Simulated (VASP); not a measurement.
# ZnSe (F-43m) in VASP: settings compared, part 2 of 2

VASP 6.6.1.

## Step 4: Single point, r2SCAN (volume scaled by 0.96)

File POSCAR:

```
ZnSe
1.0
    0.0000000000      2.7944243885      2.7944243885
    2.7944243885      0.0000000000      2.7944243885
    2.7944243885      2.7944243885      0.0000000000
Zn Se
1 1
Direct
    0.0000000000      0.0000000000      0.0000000000
    0.7500000000      0.7500000000      0.7500000000
```

File INCAR.step1:

```
PREC = Accurate ; ENCUT = 520
ISMEAR = 0 ; SIGMA = 0.05
LREAL = F ; LASPH = T
NELM = 60 ; NBANDS = 16
GGA = PE ; ALGO = Normal
EDIFF = 1E-4 ; LWAVE = T
LCHARG = F
```

File INCAR.step2:

```
PREC = Accurate ; ENCUT = 520
EDIFF = 1E-6 ; ISMEAR = 0
SIGMA = 0.05 ; LREAL = F
LASPH = T ; NELM = 60
ALGO = Normal ; ISIF = 2
LWAVE = F ; LCHARG = F
METAGGA = R2SCAN ; LMIXTAU = T
NBANDS = 16 ; ISTART = 1
```

File KPOINTS:

```
regular mesh
0
Gamma
  8 8 8
```

Potentials or basis: VASP PAW PBE potentials, release 64 (Zn, Se).

Started as:

```console
> cat potpaw_PBE.64/Zn/POTCAR potpaw_PBE.64/Se/POTCAR > POTCAR
> cp INCAR.step1 INCAR
> mpirun -np 1 vasp_std > vasp.out
> cp INCAR.step2 INCAR
> mpirun -np 1 vasp_std > vasp.out
```

OUTCAR:

```text
PREC = Accurate
   ENCUT = 520
   EDIFF = 1E-6
   ISMEAR = 0
   LREAL = F
   LASPH = T
   NELM = 60
   ISIF = 2
   METAGGA = R2SCAN
   ISTART = 1

 ion  position               nearest neighbor table
   1  0.000  0.000  0.000-   2 2.42   2 2.42   2 2.42   2 2.42
   2  0.750  0.750  0.750-   1 2.42   1 2.42   1 2.42   1 2.42

  LATTYP: Found a face centered cubic cell.
 ALAT       =     5.5888487770

  Lattice vectors:

 A1 = (   0.0000000000,   2.7944243885,   2.7944243885)
 A2 = (   2.7944243885,   0.0000000000,   2.7944243885)
 A3 = (   2.7944243885,   2.7944243885,   0.0000000000)

Analysis of symmetry for initial positions (statically):
=====================================================================
 Subroutine PRICEL returns:
 Original cell was already a primitive cell.

 Routine SETGRP: Setting up the symmetry group for a
 face centered cubic supercell.

 Subroutine GETGRP returns: Found 24 space group operations
 (whereof 24 operations were pure point group operations)
 out of a pool of 48 trial point group operations.

The static configuration has the point symmetry T_d .

Analysis of symmetry for dynamics (positions and initial velocities):
=====================================================================
 Subroutine PRICEL returns:
 Original cell was already a primitive cell.

 Routine SETGRP: Setting up the symmetry group for a
 face centered cubic supercell.

 Subroutine GETGRP returns: Found 24 space group operations
 (whereof 24 operations were pure point group operations)
 out of a pool of 48 trial point group operations.

The dynamic configuration has the point symmetry T_d .

 Subroutine INISYM returns: Found 24 space group operations
 (whereof 24 operations are pure point group operations),
 and found     1 'primitive' translations

----------------------------------------------------------------------------------------

                                     Primitive cell

  volume of cell :      43.6422

  direct lattice vectors                    reciprocal lattice vectors
     0.000000000  2.794424388  2.794424388    -0.178927726  0.178927726  0.178927726
     2.794424388  0.000000000  2.794424388     0.178927726 -0.178927726  0.178927726
     2.794424388  2.794424388  0.000000000     0.178927726  0.178927726 -0.178927726

  length of vectors
     3.951912869  3.951912869  3.951912869     0.309911912  0.309911912  0.309911912

  position of ions in fractional coordinates (direct lattice)
     0.000000000  0.000000000  0.000000000
     0.750000000  0.750000000  0.750000000

  ion indices of the primitive-cell ions
   primitive index   ion index
                 1           1
                 2           2

----------------------------------------------------------------------------------------

 KPOINTS: regular mesh

Automatic generation of k-mesh.
 Grid dimensions read from file:
 generate k-points for:    8    8    8

 Generating k-lattice:

  Cartesian coordinates                     Fractional coordinates (reciprocal lattice)
    -0.022365966  0.022365966  0.022365966     0.125000000  0.000000000  0.000000000
     0.022365966 -0.022365966  0.022365966     0.000000000  0.125000000  0.000000000
     0.022365966  0.022365966 -0.022365966     0.000000000  0.000000000  0.125000000

  Length of vectors
     0.038738989  0.038738989  0.038738989

  Shift w.r.t. Gamma in fractional coordinates (k-lattice)
     0.000000000  0.000000000  0.000000000

 Subroutine IBZKPT returns following result:
 ===========================================

 Found     29 irreducible k-points:

 Following reciprocal coordinates:
            Coordinates               Weight
  0.000000  0.000000  0.000000      1.000000
  0.125000  0.000000  0.000000      8.000000
  0.250000  0.000000  0.000000      8.000000
  0.375000  0.000000  0.000000      8.000000
  0.500000  0.000000  0.000000      4.000000
  0.125000  0.125000  0.000000      6.000000
[... 16 lines left out ...]
  0.500000  0.250000  0.125000     48.000000
 -0.375000  0.250000  0.125000     24.000000
 [... further k-points ...]
   k-points           NKPTS =     29   k-points in BZ     NKDIM =     29   number of bands    NBANDS=     16
   number of dos      NEDOS =    301   number of ions     NIONS =      2
   total plane-waves  NPLWV =  27000
   dimension x,y,z NGX =    30 NGY =   30 NGZ =   30
   dimension x,y,z NGXF=    60 NGYF=   60 NGZF=   60
   ions per type =               1   1
   NGX,Y,Z   is equivalent  to a cutoff of  12.62, 12.62, 12.62 a.u.
   NGXF,Y,Z  is equivalent  to a cutoff of  25.24, 25.24, 25.24 a.u.
 SYSTEM =  unknown system
   PREC   = accura    normal or accurate (medium, high low for compatibility)
   ISTART =      1    job   : 0-new  1-cont  2-samecut
   ICHARG =      0    charge: 1-file 2-atom 10-const
   ISPIN  =      1    spin polarized calculation?
   LNONCOLLINEAR =      F non collinear calculations
   LSORBIT =      F    spin-orbit coupling
   LASPH  =      T    aspherical Exc in radial PAW
   ENCUT  =  520.0 eV  38.22 Ry    6.18 a.u.   7.35  7.35  7.35*2*pi/ulx,y,z
   NELM   =     60;   NELMIN=  2; NELMDL=  0     # of ELM steps
   EDIFF  = 0.1E-05   stopping-criterion for ELM
   LREAL  =      F    real-space projection
   EDIFFG = 0.1E-04   stopping-criterion for IOM
   NSW    =      0    number of steps for IOM
   IBRION =     -1    ionic relax: 0-MD 1-quasi-New 2-CG
   NFREE  =      0    steps in history (QN), initial steepest desc. (CG)
   ISIF   =      2    stress and relaxation
   ISYM   =      2    0-nonsym 1-usesym 2-fastsym
   POTIM  = 0.5000    time-step for ionic-motion
   TEBEG  =    0.0;   TEEND  =   0.0 temperature during run
   PSTRESS=    0.0 pullay stress
   NELECT =      18.0000    total number of electrons
   NUPDOWN=      -1.0000    fix difference up-down
   EMIN   =  10.00;   EMAX   =-10.00  energy-range for DOS
   EFERMI =   0.00;   METHOD = LEGACY
   ISMEAR =     0;   SIGMA  =   0.05  broadening in eV -4-tet -1-fermi 0-gaus
   EFERMI_NEDOS =   21; number of points for ismear=-14 and -15
   IALGO  =     38    algorithm
   IMIX   =      4    mixing-type and parameters
     AMIX     =   0.40;   BMIX     =  1.00
     AMIX_MAG =   1.60;   BMIX_MAG =  1.00
  volume/ion in A,a.u.               =      21.82       147.26
  Fermi-wavevector in a.u.,A,eV,Ry     =   1.218606  2.302831 20.204659  1.485001
  Thomas-Fermi vector in A             =   2.353887
   LORBIT       =      0    0 simple, 1 ext, 2 COOP (PROOUT), +10 PAW based schemes
   METAGGA = R2SCAN    functional components
   LHFCALC =     F    Hartree Fock is set to
   AEXX    =    0.0000 exact exchange contribution
   IVDW    =     0    specifies the selected vdW correction
   LEPSILON=     F    determine dielectric tensor
   LRPA    =     F    only Hartree local field effects (RPA)
 non-spin polarized calculation
 Gauss-broadening in eV      SIGMA  =   0.05
  energy-cutoff  :      520.00
  volume of cell :       43.64
 maximum number of plane-waves:      1211
 NGX is ok and might be reduce to    30
   NGX = 15   NGY = 15   NGZ = 15

 number of electron      17.9999985 magnetization

 Free energy of the ion-electron system (eV)
  ---------------------------------------------------
  ext. energy  EPLUGINS =         0.00000000
  ---------------------------------------------------
  free energy    TOTEN  =       -24.89266610 eV

  energy without entropy =      -24.89266610  energy(sigma->0) =      -24.89266610

 E-fermi :   1.9309     XC(G=0): -10.1268

 val. band max:        1.6699842708   @ k =   0.0000   0.0000   0.0000
 cond. band min:       3.7229620237   @ k =   0.0000   0.0000   0.0000
 fundamental gap:      2.0529777529
 Fermi energy:         1.9308948538

 k-point     1 :       0.0000    0.0000    0.0000
  band No.  band energies     occupation
      1     -12.3331      2.00000
      2      -5.1848      2.00000
      3      -5.1848      2.00000
      4      -5.1848      2.00000
      5      -4.7339      2.00000
      6      -4.7339      2.00000
[... 8 lines left out ...]
     15      13.7828      0.00000
     16      13.7828      0.00000
[... 419 lines left out ...]
 k-point    24 :      -0.3750    0.2500    0.1250
  band No.  band energies     occupation
      1     -11.2930      2.00000
      2      -5.0629      2.00000
      3      -5.0190      2.00000
      4      -4.7766      2.00000
      5      -4.7280      2.00000
      6      -4.5080      2.00000
[... 8 lines left out ...]
     15      15.2671      0.00000
     16      16.2084      0.00000

 [... further k-points ...]
[... 5 lines left out ...]
  --------------------------------------------------------------------------------------
  -------------------------------------------------------------------------------------
  Total        0.8304349      0.8304349      0.8304349      0.0000000      0.0000000     -0.0000000
  in kB       30.4866070     30.4866070     30.4866070      0.0000000      0.0000000     -0.0000000
  external PRESSURE =      30.4866070 kB  Pullay stress =       0.0000000 kB

 VOLUME and BASIS-vectors are now :
 -----------------------------------------------------------------------------
  energy-cutoff  :      520.00
  volume of cell :       43.64
      direct lattice vectors                 reciprocal lattice vectors
     0.000000000  2.794424388  2.794424388    -0.178927726  0.178927726  0.178927726
     2.794424388  0.000000000  2.794424388     0.178927726 -0.178927726  0.178927726
     2.794424388  2.794424388  0.000000000     0.178927726  0.178927726 -0.178927726

 POSITION                                       TOTAL-FORCE (eV/Angst)
 -----------------------------------------------------------------------------------
      0.00000      0.00000      0.00000        -0.000000      0.000000     -0.000000
      4.19164      4.19164      4.19164         0.000000     -0.000000      0.000000
 -----------------------------------------------------------------------------------
    total drift:                               -0.000029     -0.000029     -0.000030

  FREE ENERGIE OF THE ION-ELECTRON SYSTEM (eV)
  ---------------------------------------------------
  free  energy   TOTEN  =       -24.8926661034 eV

  energy  without entropy=      -24.8926661034  energy(sigma->0) =      -24.89266610
```

OUTCAR.step1:

```text
PREC = Accurate
   ENCUT = 520
   ISMEAR = 0
   LREAL = F
   LASPH = T
[... 677 lines left out ...]
 -----------------------------------------------------------------------------------
      0.00000      0.00000      0.00000        -0.000000     -0.000000     -0.000000
      4.19164      4.19164      4.19164         0.000000      0.000000      0.000000
 -----------------------------------------------------------------------------------
    total drift:                               -0.000000     -0.000000     -0.000001

  FREE ENERGIE OF THE ION-ELECTRON SYSTEM (eV)
  ---------------------------------------------------
  free  energy   TOTEN  =        -5.9753690883 eV

  energy  without entropy=       -5.9753690883  energy(sigma->0) =       -5.97536909
```

OSZICAR.step1:

```text
N       E                     dE             d eps       ncg     rms          rms(c)
DAV:   1     0.896148128194E+02    0.89615E+02   -0.88523E+03   928   0.130E+03
DAV:   2    -0.793245376708E+00   -0.90408E+02   -0.84379E+02  1048   0.259E+02
DAV:   3    -0.622216039010E+01   -0.54289E+01   -0.54101E+01  1144   0.620E+01
DAV:   4    -0.626367099119E+01   -0.41511E-01   -0.41506E-01  1152   0.578E+00
DAV:   5    -0.626386111912E+01   -0.19013E-03   -0.19013E-03  1152   0.355E-01    0.514E+00
DAV:   6    -0.599556041699E+01    0.26830E+00   -0.53436E-01  1344   0.246E+01    0.389E+00
DAV:   7    -0.597538052003E+01    0.20180E-01   -0.16063E-01  1096   0.363E+00    0.165E+00
DAV:   8    -0.597508149620E+01    0.29902E-03   -0.46103E-03  1240   0.759E-01    0.467E-01
DAV:   9    -0.597527176182E+01   -0.19027E-03   -0.11475E-03  1080   0.259E-01    0.646E-02
DAV:  10    -0.597538531424E+01   -0.11355E-03   -0.24085E-04  1152   0.117E-01    0.264E-02
DAV:  11    -0.597536908833E+01    0.16226E-04   -0.41992E-05   592   0.626E-02
   1 F= -.59753691E+01 E0= -.59753691E+01  d E =-.616036E-13
```

It took 78 s on 1 thread of Intel Xeon Platinum 8488C (Sapphire Rapids), shared host; peak memory 0.17 GiB.

Results:

- Free energy: -24.8927 eV
- Pressure: 3.0 GPa
- Band gap on the k mesh: 2.05 eV, direct

Caveat: the PAW data sets were made with another functional, which shifts forces and pressure a little.

## Step 5: Single point, r2SCAN+rVV10 (volume scaled by 0.98)

File POSCAR:

```
ZnSe
1.0
    0.0000000000      2.8010468949      2.8010468949
    2.8010468949      0.0000000000      2.8010468949
    2.8010468949      2.8010468949      0.0000000000
Zn Se
1 1
Direct
    0.0000000000      0.0000000000      0.0000000000
    0.7500000000      0.7500000000      0.7500000000
```

File INCAR.step1:

```
PREC = Accurate
ENCUT = 520
ISMEAR = 0
SIGMA = 0.05
LREAL = F
LASPH = T
NELM = 60
NBANDS = 16
GGA = PE
ALGO = Normal
EDIFF = 1E-4
LWAVE = T
LCHARG = F
```

File INCAR.step2:

```
PREC = Accurate
ENCUT = 520
EDIFF = 1E-7
ISMEAR = 0
SIGMA = 0.05
LREAL = F
LASPH = T
NELM = 60
ALGO = Normal
ISIF = 2
LWAVE = F
LCHARG = F
METAGGA = R2SCAN
LMIXTAU = T
LUSE_VDW = T
IVDW_NL = 2
BPARAM = 11.95
CPARAM = 0.0093
NBANDS = 16
ISTART = 1
```

File KPOINTS:

```
Automatic mesh
0
Gamma
  8 8 8
```

Started as:

```console
> cat potpaw_PBE.64/Zn/POTCAR potpaw_PBE.64/Se/POTCAR > POTCAR
> cp INCAR.step1 INCAR
> mpirun -np 1 vasp_std > vasp.out
> cp INCAR.step2 INCAR
> mpirun -np 1 vasp_std > vasp.out
```

Wall time 2.4 min (1 thread of Intel Xeon Platinum 8488C (Sapphire Rapids), shared host); peak memory 0.29 GiB.

It converged, with:

| Quantity | Value |
| --- | --- |
| Free energy | -24.3717 eV |
| Pressure | 1.7 GPa |
| Band gap on the k mesh | 1.97 eV, direct |

Levels at points of the mesh, in eV from the valence-band top:
| k point | band 6 | band 7 | band 8 | band 9 | band 10 | band 11 | band 12 | band 13 |
| --- | --- | --- | --- | --- | --- | --- | --- | --- |
| (0.00, 0.00, 0.00) | -6.37 | 0.00 | 0.00 | 0.00 | 1.97 | 6.28 | 6.28 | 6.28 |
| (0.50, 0.00, 0.00) | -6.21 | -5.56 | -0.94 | -0.94 | 3.08 | 6.82 | 6.82 | 9.08 |
| (0.50, 0.50, 0.00) | -6.19 | -4.96 | -2.37 | -2.37 | 3.18 | 3.83 | 11.73 | 12.30 |

Caveat: the PAW data sets were made with another functional, which shifts forces and pressure a little.

## Step 6: Overview

| level | cell | gap on the mesh (eV) | pressure (GPa) |
| --- | --- | --- | --- |
| r2SCAN+rVV10 | a = 3.934 Å, angles 60.0°, 2 atoms | 2.07 | 3.3 |
| r2SCAN+D3(BJ) | a = 3.936 Å, angles 60.0°, 2 atoms | 2.11 | 2.8 |
| r2SCAN | a = 3.952 Å, angles 60.0°, 2 atoms | 2.05 | 3.0 |
| r2SCAN+rVV10 | a = 3.961 Å, angles 60.0°, 2 atoms | 1.97 | 1.7 |

Alike in all rows: task single point; potentials or basis VASP PAW PBE potentials, release 64 (Zn, Se); no spin polarisation; k mesh 8 × 8 × 8; cutoff (eV) 520; smearing gaussian 0.05 eV.

Caveats: the PAW data sets were made with another functional, which shifts forces and pressure a little; three body term missing (some runs).

Total energies depend on the potentials used, so only differences within one code and one set of settings carry meaning.
